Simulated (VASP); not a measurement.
The system is SnS2.

```
CELL_PARAMETERS angstrom
3.66863 0.00000 0.00000
-1.83431 3.17712 0.00000
0.00000 0.00000 5.80963
ATOMIC_POSITIONS crystal
Sn 0.00000 0.00000 0.00000
S 0.33333 0.66667 0.25447
S 0.66667 0.33333 0.74553
```

| Item | Value |
| --- | --- |
| Program | VASP 6.6.1 |
| Task | relaxation of cell and atoms |
| Functional | PBE |
| Potentials or basis | VASP PAW PBE potentials, release 64 (Sn_d, S) |
| Cutoff | 500 eV |
| k mesh | 9 × 9 × 6 |
| Occupations | gaussian, width 0.02 eV |
| Spin | no spin polarisation |

At the start: pressure 2.3 GPa; volume 22.57 Å³/atom.

How do energy, volume and symmetry change on relaxing?

Over 36 steps the energy falls by 21.6 meV/atom and the volume is 26.80 Å³/atom (+18.7 %); space group P-3m1 (No. 164, to 0.1 Å) before and after.

The path:
| step | energy change (eV) | largest force (eV/Å) | pressure (GPa) | volume (Å³) |
| --- | --- | --- | --- | --- |
| 1 | 0.0000 | 0.0171 | 2.35 | 67.72 |
| 2 | -0.0106 | 0.4088 | -1.19 | 71.01 |
| 3 | -0.0150 | 0.2762 | -0.02 | 69.82 |
| 4 | -0.0212 | 0.2111 | -0.01 | 70.28 |
| 5 | -0.0317 | 0.0167 | 0.06 | 71.66 |
| 6 | -0.0326 | 0.0523 | 0.10 | 72.17 |
| 7 | -0.0376 | 0.0398 | 0.05 | 72.62 |
| 8 | -0.0494 | 0.0040 | -0.05 | 73.95 |
| 9 | -0.0611 | 0.0589 | -0.03 | 76.55 |
| 10 | -0.0621 | 0.0806 | 0.00 | 77.41 |
| 11 | -0.0634 | 0.0097 | 0.18 | 77.95 |
| 12 | -0.0637 | 0.0326 | 0.28 | 78.27 |
| 13 | -0.0642 | 0.0066 | -0.06 | 79.22 |
| 14 | -0.0642 | 0.0086 | -0.04 | 79.15 |
| 15 | -0.0644 | 0.0067 | -0.06 | 79.32 |
| 16 | -0.0644 | 0.0514 | -0.16 | 79.81 |
| 17 | -0.0645 | 0.0328 | -0.12 | 79.61 |
| 18 | -0.0646 | 0.0150 | 0.03 | 79.60 |
| 19 | -0.0646 | 0.0137 | 0.04 | 79.59 |
| 20 | -0.0646 | 0.0078 | 0.04 | 79.64 |
| 21 | -0.0647 | 0.0079 | 0.06 | 79.77 |
| 22 | -0.0647 | 0.0019 | -0.02 | 79.91 |
| 23 | -0.0647 | 0.0022 | -0.02 | 79.92 |
| 24 | -0.0647 | 0.0052 | -0.02 | 79.96 |
| 25 | -0.0647 | 0.0143 | -0.04 | 80.07 |
| 26 | -0.0648 | 0.0068 | 0.01 | 80.07 |
| 27 | -0.0648 | 0.0047 | 0.02 | 80.06 |
| 28 | -0.0648 | 0.0005 | 0.05 | 80.06 |
| 29 | -0.0648 | 0.0037 | 0.03 | 80.06 |
| 30 | -0.0648 | 0.0018 | 0.03 | 80.09 |
| 31 | -0.0648 | 0.0039 | 0.03 | 80.19 |
| 32 | -0.0648 | 0.0064 | 0.02 | 80.23 |
| 33 | -0.0648 | 0.0033 | 0.00 | 80.28 |
| 34 | -0.0648 | 0.0002 | -0.02 | 80.34 |
| 35 | -0.0648 | 0.0012 | -0.02 | 80.35 |
| 36 | -0.0648 | 0.0047 | 0.00 | 80.40 |

Final structure:
```cif
data_structure
_symmetry_space_group_name_H-M 'P 1'
_symmetry_Int_Tables_number 1
_cell_length_a 3.7004
_cell_length_b 3.7004
_cell_length_c 6.7800
_cell_angle_alpha 90.000
_cell_angle_beta 90.000
_cell_angle_gamma 120.000
_cell_volume 80.40
loop_
_atom_site_label
_atom_site_type_symbol
_atom_site_fract_x
_atom_site_fract_y
_atom_site_fract_z
_atom_site_occupancy
Sn1 Sn 0.00000 0.00000 0.00000 1
S1 S 0.33333 0.66667 0.21806 1
S2 S 0.66667 0.33333 0.78194 1
```

Caveat: the volume moved by over 15 % at a fixed basis, so the end points are rough; this functional lacks dispersion, which binds layers or chains, so the pressure and a relaxed spacing across them are unreliable.
